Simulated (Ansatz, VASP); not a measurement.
Si: VASP beside Ansatz

```
Si
1.0
     3.81951    0.00000    0.00000
     0.00000    3.81951    0.00000
     0.00000    0.00000   21.06453
Si
5
Direct
  0.00000 0.50000 0.18989
  0.00000 0.00000 0.25400
  0.50000 0.00000 0.32028
  0.50000 0.50000 0.38285
  0.62500 0.62500 0.46355
```

Alike in both runs: task single point; functional LDA; k mesh 7 × 7 × 1; occupations gaussian, width 0.05 eV; collinear spin.

|  | VASP | Ansatz |
| --- | --- | --- |
| version | VASP 6.6.1 | Ansatz 0.2.0 |
| potentials or method | VASP PAW LDA potentials, release 64 (Si), cutoff 520 eV | scalar-relativistic, plane waves, PAW |
| valence electrons in the cell | 20 | 20 |

Ansatz gave:

```
gap on the k mesh at the Fermi level (eV)  : none
rms of the force components (eV/Å)         : 4.057
net moment per atom (μB)                   : 0.00
work function, face that differs most (eV) : 5.62
```

Problem. Estimate VASP's values.

Solution. gap on the k mesh at the Fermi level (eV): none; rms of the force components (eV/Å): 4.018; net moment per atom (μB): 0.00; work function, face that differs most (eV): 5.63.

Ansatz warns that its potentials were made for another functional, while VASP's fit it. LDA's correlation is that of Perdew and Zunger in VASP and of Perdew and Wang (1992) in Ansatz. Atom by atom the forces differ by 0.039 eV/Å (rms over components). A gap of «none» marks a metal or a gap that the smearing closes. Ansatz's warnings: seeded moment not kept.
